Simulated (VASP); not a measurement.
# WC4 (P-43m) in VASP: single point with PBE

Aim: the single point of WC4 with PBE.

Program: VASP 6.6.1. These are calculated values, not measurements. Logs are shortened: lines on timing, memory, paths and dates and some standing lists are left out, and cuts for length are marked.

## (1) The cell of the first run

The structure is cubic, space group P-43m (No. 215). The conventional cell has a = 3.543 Å, b = 3.543 Å, c = 3.543 Å, α = 90.00°, β = 90.00°, γ = 90.00°. W (site symmetry -43m) has 16 C at 2.12 to 2.89 Å within 2.9 Å. Within 2.2 Å of C (site symmetry 3m) lie 3 C at 1.55 Å and 1 W at 2.12 Å.

## (2) Single point, PBE

INCAR reads:

```
ALGO = Normal ; EDIFF = 1E-6
ENCUT = 600 ; GGA = PE
GGA_COMPAT = F ; ISIF = 2
ISMEAR = 0 ; LASPH = T
LCHARG = F ; LREAL = F
LWAVE = F ; NBANDS = 23
NELM = 120 ; PREC = Accurate
SIGMA = 0.1
```

KPOINTS reads:

```
k-points
0
Gamma
  12 12 12
```

POSCAR reads:

```
WC4
1.0
    3.5432537259      0.0000000000      0.0000000000
    0.0000000000      3.5432537259      0.0000000000
    0.0000000000      0.0000000000      3.5432537259
W C
1 4
Direct
    0.0000000000      0.0000000000      0.0000000000
    0.3457843590      0.3457843590      0.3457843590
    0.6542156410      0.6542156410      0.3457843590
    0.3457843590      0.6542156410      0.6542156410
    0.6542156410      0.3457843590      0.6542156410
```

Potentials or basis: VASP PAW PBE potentials, release 64 (W_sv, C).

Command:

```console
$ cat potpaw_PBE.64/W_sv/POTCAR potpaw_PBE.64/C/POTCAR > POTCAR
$ mpirun -np 1 vasp_std > vasp.out
```

OUTCAR:

```text
EDIFF = 1E-6
   ENCUT = 600
   GGA = PE
   ISIF = 2
   ISMEAR = 0
   LASPH = T
   LREAL = F
   NELM = 120
   PREC = Accurate

 ion  position               nearest neighbor table
   1  0.000  0.000  0.000-   2 2.12   3 2.12   4 2.12   5 2.12
   2  0.346  0.346  0.346-   3 1.55   4 1.55   5 1.55   1 2.12
   3  0.654  0.654  0.346-   2 1.55   4 1.55   5 1.55   1 2.12
   4  0.346  0.654  0.654-   2 1.55   3 1.55   5 1.55   1 2.12
   5  0.654  0.346  0.654-   2 1.55   3 1.55   4 1.55   1 2.12

  LATTYP: Found a simple cubic cell.
 ALAT       =     3.5432537259

  Lattice vectors:

 A1 = (   3.5432537259,   0.0000000000,   0.0000000000)
 A2 = (   0.0000000000,   3.5432537259,   0.0000000000)
 A3 = (   0.0000000000,   0.0000000000,   3.5432537259)

Analysis of symmetry for initial positions (statically):
=====================================================================
 Subroutine PRICEL returns:
 Original cell was already a primitive cell.

 Routine SETGRP: Setting up the symmetry group for a
 simple cubic supercell.

 Subroutine GETGRP returns: Found 24 space group operations
 (whereof 24 operations were pure point group operations)
 out of a pool of 48 trial point group operations.

The static configuration has the point symmetry T_d .

Analysis of symmetry for dynamics (positions and initial velocities):
=====================================================================
 Subroutine PRICEL returns:
 Original cell was already a primitive cell.

 Routine SETGRP: Setting up the symmetry group for a
 simple cubic supercell.

 Subroutine GETGRP returns: Found 24 space group operations
 (whereof 24 operations were pure point group operations)
 out of a pool of 48 trial point group operations.

The dynamic configuration has the point symmetry T_d .

 Subroutine INISYM returns: Found 24 space group operations
 (whereof 24 operations are pure point group operations),
 and found     1 'primitive' translations

----------------------------------------------------------------------------------------

                                     Primitive cell

  volume of cell :      44.4843

  direct lattice vectors                    reciprocal lattice vectors
     3.543253726  0.000000000  0.000000000     0.282226472  0.000000000  0.000000000
     0.000000000  3.543253726  0.000000000     0.000000000  0.282226472  0.000000000
     0.000000000  0.000000000  3.543253726     0.000000000  0.000000000  0.282226472

  length of vectors
     3.543253726  3.543253726  3.543253726     0.282226472  0.282226472  0.282226472

  position of ions in fractional coordinates (direct lattice)
     0.000000000  0.000000000  0.000000000
     0.345784359  0.345784359  0.345784359
     0.654215641  0.654215641  0.345784359
     0.345784359  0.654215641  0.654215641
     0.654215641  0.345784359  0.654215641

  ion indices of the primitive-cell ions
   primitive index   ion index
                 1           1
                 2           2
                 3           3
                 4           4
                 5           5

----------------------------------------------------------------------------------------

 KPOINTS: k-points

Automatic generation of k-mesh.
 Grid dimensions read from file:
 generate k-points for:   12   12   12

 Generating k-lattice:

  Cartesian coordinates                     Fractional coordinates (reciprocal lattice)
     0.023518873  0.000000000  0.000000000     0.083333333  0.000000000  0.000000000
     0.000000000  0.023518873  0.000000000     0.000000000  0.083333333  0.000000000
     0.000000000  0.000000000  0.023518873     0.000000000  0.000000000  0.083333333

  Length of vectors
     0.023518873  0.023518873  0.023518873

  Shift w.r.t. Gamma in fractional coordinates (k-lattice)
     0.000000000  0.000000000  0.000000000

 Subroutine IBZKPT returns following result:
 ===========================================

 Found     84 irreducible k-points:

 Following reciprocal coordinates:
            Coordinates               Weight
  0.000000  0.000000  0.000000      1.000000
  0.083333  0.000000  0.000000      6.000000
  0.166667  0.000000  0.000000      6.000000
  0.250000  0.000000  0.000000      6.000000
  0.333333  0.000000  0.000000      6.000000
  0.416667  0.000000  0.000000      6.000000
[... 16 lines left out ...]
  0.333333  0.333333  0.000000     12.000000
  0.416667  0.333333  0.000000     24.000000
 [... further k-points ...]
   k-points           NKPTS =     84   k-points in BZ     NKDIM =     84   number of bands    NBANDS=     23
   number of dos      NEDOS =    301   number of ions     NIONS =      5
   total plane-waves  NPLWV =  21952
   dimension x,y,z NGX =    28 NGY =   28 NGZ =   28
   dimension x,y,z NGXF=    56 NGYF=   56 NGZF=   56
   ions per type =               1   4
   NGX,Y,Z   is equivalent  to a cutoff of  13.14, 13.14, 13.14 a.u.
   NGXF,Y,Z  is equivalent  to a cutoff of  26.27, 26.27, 26.27 a.u.
 SYSTEM =  unknown system
   PREC   = accura    normal or accurate (medium, high low for compatibility)
   ISTART =      0    job   : 0-new  1-cont  2-samecut
   ICHARG =      2    charge: 1-file 2-atom 10-const
   ISPIN  =      1    spin polarized calculation?
   LNONCOLLINEAR =      F non collinear calculations
   LSORBIT =      F    spin-orbit coupling
   LASPH  =      T    aspherical Exc in radial PAW
   ENCUT  =  600.0 eV  44.10 Ry    6.64 a.u.   7.08  7.08  7.08*2*pi/ulx,y,z
   NELM   =    120;   NELMIN=  2; NELMDL= -5     # of ELM steps
   EDIFF  = 0.1E-05   stopping-criterion for ELM
   LREAL  =      F    real-space projection
   EDIFFG = 0.1E-04   stopping-criterion for IOM
   NSW    =      0    number of steps for IOM
   IBRION =     -1    ionic relax: 0-MD 1-quasi-New 2-CG
   NFREE  =      0    steps in history (QN), initial steepest desc. (CG)
   ISIF   =      2    stress and relaxation
   ISYM   =      2    0-nonsym 1-usesym 2-fastsym
   POTIM  = 0.5000    time-step for ionic-motion
   TEBEG  =    0.0;   TEEND  =   0.0 temperature during run
   PSTRESS=    0.0 pullay stress
   NELECT =      30.0000    total number of electrons
   NUPDOWN=      -1.0000    fix difference up-down
   EMIN   =  10.00;   EMAX   =-10.00  energy-range for DOS
   EFERMI =   0.00;   METHOD = LEGACY
   ISMEAR =     0;   SIGMA  =   0.10  broadening in eV -4-tet -1-fermi 0-gaus
   EFERMI_NEDOS =   21; number of points for ismear=-14 and -15
   IALGO  =     38    algorithm
   IMIX   =      4    mixing-type and parameters
     AMIX     =   0.40;   BMIX     =  1.00
     AMIX_MAG =   1.60;   BMIX_MAG =  1.00
  volume/ion in A,a.u.               =       8.90        60.04
  Fermi-wavevector in a.u.,A,eV,Ry     =   1.435643  2.712971 28.042555  2.061070
  Thomas-Fermi vector in A             =   2.554919
   LORBIT       =      0    0 simple, 1 ext, 2 COOP (PROOUT), +10 PAW based schemes
   GGA     = PE    functional components
   LHFCALC =     F    Hartree Fock is set to
   AEXX    =    0.0000 exact exchange contribution
   IVDW    =     0    specifies the selected vdW correction
   LEPSILON=     F    determine dielectric tensor
   LRPA    =     F    only Hartree local field effects (RPA)
 non-spin polarized calculation
 Gauss-broadening in eV      SIGMA  =   0.10
  energy-cutoff  :      600.00
  volume of cell :       44.48
 maximum number of plane-waves:      1503
   NGX = 15   NGY = 15   NGZ = 15

 number of electron      29.9999995 magnetization

 Free energy of the ion-electron system (eV)
  ---------------------------------------------------
  ext. energy  EPLUGINS =         0.00000000
  ---------------------------------------------------
  free energy    TOTEN  =       -40.25767116 eV

  energy without entropy =      -40.25229181  energy(sigma->0) =      -40.25498148

 E-fermi :   9.2443     XC(G=0): -12.6231

 val. band max:        9.2277629038   @ k =   0.5000   0.0833   0.0833
 cond. band min:       9.2559528116   @ k =   0.5000   0.1667   0.0000
 fundamental gap:      0.0281899078
 Fermi energy:         9.2443024115

 k-point     1 :       0.0000    0.0000    0.0000
  band No.  band energies     occupation
      1     -66.2012      2.00000
      2     -30.3573      2.00000
      3     -30.3573      2.00000
      4     -30.3573      2.00000
      5     -12.2754      2.00000
      6      -0.9847      2.00000
[... 15 lines left out ...]
     22      13.6068      0.00000
     23      18.1216      0.00000

 k-point     2 :       0.0833    0.0000    0.0000
  band No.  band energies     occupation
      1     -66.2011      2.00000
      2     -30.3619      2.00000
      3     -30.3568      2.00000
      4     -30.3568      2.00000
      5     -12.2494      2.00000
      6      -1.3159      2.00000
[... 15 lines left out ...]
     22      13.9689      0.00000
     23      17.4494      0.00000

 k-point     3 :       0.1667    0.0000    0.0000
  band No.  band energies     occupation
      1     -66.2008      2.00000
      2     -30.3746      2.00000
      3     -30.3556      2.00000
      4     -30.3556      2.00000
      5     -12.1772      2.00000
      6      -2.0074      2.00000
[... 15 lines left out ...]
     22      14.7403      0.00000
     23      16.5563      0.00000

 k-point     4 :       0.2500    0.0000    0.0000
  band No.  band energies     occupation
      1     -66.2004      2.00000
      2     -30.3920      2.00000
      3     -30.3540      2.00000
      4     -30.3540      2.00000
      5     -12.0745      2.00000
      6      -2.7201      2.00000
[... 15 lines left out ...]
     22      15.5521      0.00000
     23      15.8168      0.00000

 k-point     5 :       0.3333    0.0000    0.0000
  band No.  band energies     occupation
      1     -66.2000      2.00000
      2     -30.4092      2.00000
      3     -30.3523      2.00000
      4     -30.3523      2.00000
      5     -11.9664      2.00000
      6      -3.3045      2.00000
[... 15 lines left out ...]
     22      15.6890      0.00000
     23      16.2249      0.00000

 k-point     6 :       0.4167    0.0000    0.0000
  band No.  band energies     occupation
      1     -66.1997      2.00000
      2     -30.4218      2.00000
      3     -30.3511      2.00000
      4     -30.3511      2.00000
      5     -11.8837      2.00000
      6      -3.6849      2.00000
[... 15 lines left out ...]
     22      16.3889      0.00000
     23      16.6635      0.00000

 k-point     7 :       0.5000    0.0000    0.0000
  band No.  band energies     occupation
      1     -66.1996      2.00000
      2     -30.4264      2.00000
      3     -30.3507      2.00000
      4     -30.3507      2.00000
      5     -11.8524      2.00000
      6      -3.8169      2.00000
[... 353 lines left out ...]
     22      16.1531      0.00000
     23      16.7017      0.00000

 k-point    21 :       0.4167    0.2500    0.0000
  band No.  band energies     occupation
      1     -66.1990      2.00000
      2     -30.4174      2.00000
      3     -30.3847      2.00000
      4     -30.3480      2.00000
      5     -11.7699      2.00000
      6      -3.1432      2.00000
[... 15 lines left out ...]
     22      16.1721      0.00000
     23      17.1226      0.00000

 k-point    22 :       0.5000    0.2500    0.0000
  band No.  band energies     occupation
      1     -66.1989      2.00000
      2     -30.4219      2.00000
      3     -30.3842      2.00000
      4     -30.3476      2.00000
      5     -11.7462      2.00000
      6      -3.2488      2.00000
[... 15 lines left out ...]
     22      16.0811      0.00000
     23      17.4279      0.00000

 k-point    23 :       0.3333    0.3333    0.0000
  band No.  band energies     occupation
      1     -66.1988      2.00000
      2     -30.4035      2.00000
      3     -30.4024      2.00000
      4     -30.3476      2.00000
      5     -11.7632      2.00000
      6      -2.7173      2.00000
[... 15 lines left out ...]
     22      16.4998      0.00000
     23      16.8411      0.00000

 k-point    24 :       0.4167    0.3333    0.0000
  band No.  band energies     occupation
      1     -66.1986      2.00000
      2     -30.4152      2.00000
      3     -30.4014      2.00000
      4     -30.3464      2.00000
      5     -11.7102      2.00000
      6      -2.8136      2.00000
[... 15 lines left out ...]
     22      16.5832      0.00000
     23      17.3414      0.00000

 [... further k-points ...]

------------------------ aborting loop because EDIFF is reached ----------------------------------------

  FORCE on cell =-STRESS in cart. coord.  units (eV):
  Direction    XX          YY          ZZ          XY          YZ          ZX
  --------------------------------------------------------------------------------------
  -------------------------------------------------------------------------------------
  Total        0.0971763      0.0971763      0.0971763     -0.0000000     -0.0000000      0.0000000
  in kB        3.4999699      3.4999699      3.4999699     -0.0000000     -0.0000000      0.0000000
  external PRESSURE =       3.4999699 kB  Pullay stress =       0.0000000 kB

 VOLUME and BASIS-vectors are now :
 -----------------------------------------------------------------------------
  energy-cutoff  :      600.00
  volume of cell :       44.48
      direct lattice vectors                 reciprocal lattice vectors
     3.543253726  0.000000000  0.000000000     0.282226472  0.000000000  0.000000000
     0.000000000  3.543253726  0.000000000     0.000000000  0.282226472  0.000000000
     0.000000000  0.000000000  3.543253726     0.000000000  0.000000000  0.282226472

 POSITION                                       TOTAL-FORCE (eV/Angst)
 -----------------------------------------------------------------------------------
      0.00000      0.00000      0.00000         0.000000      0.000000     -0.000000
      1.22520      1.22520      1.22520        -0.047527     -0.047527     -0.047527
      2.31805      2.31805      1.22520         0.047527      0.047527     -0.047527
      1.22520      2.31805      2.31805        -0.047527      0.047527      0.047527
      2.31805      1.22520      2.31805         0.047527     -0.047527      0.047527
 -----------------------------------------------------------------------------------
    total drift:                               -0.000000     -0.000000     -0.000000

  FREE ENERGIE OF THE ION-ELECTRON SYSTEM (eV)
  ---------------------------------------------------
  free  energy   TOTEN  =       -40.2576711576 eV

  energy  without entropy=      -40.2522918063  energy(sigma->0) =      -40.25498148
```

Wall time 82 s (1 thread of AMD EPYC 7R13 (Zen 3), shared host); peak memory 0.19 GiB.

What came out:

| Item | Value |
| --- | --- |
| Free energy | -40.2577 eV |
| Pressure | 0.3 GPa |
| Largest force | 0.082 eV/Å |
| Band gap on the k mesh | zero (bands 15 and 16 overlap by 0.97 eV) |

Forces in eV/Å, atoms in the order of the input:
```
W    0.000  0.000  0.000
C   -0.048 -0.048 -0.048
C    0.048  0.048 -0.048
C   -0.048  0.048  0.048
C    0.048 -0.048  0.048
```

Levels at points of the mesh, in eV from the Fermi level:
| k point | band 13 | band 14 | band 15 | band 16 | band 17 | band 18 |
| --- | --- | --- | --- | --- | --- | --- |
| (0.00, 0.00, 0.00) | -3.87 | -3.87 | 0.77 | 0.77 | 2.33 | 2.33 |
| (0.50, 0.00, 0.00) | -3.95 | -3.55 | -2.28 | -0.05 | 1.05 | 1.05 |
| (0.50, 0.50, 0.00) | -1.57 | -0.31 | 0.07 | 0.44 | 1.45 | 1.45 |
| (0.50, 0.50, 0.50) | -0.21 | -0.21 | 0.50 | 0.50 | 0.50 | 1.33 |

Caveat: spin-orbit coupling is left out, which moves the levels of the heavy elements.

The gap in the log of VASP goes by the Fermi energy; the results here count the filled bands.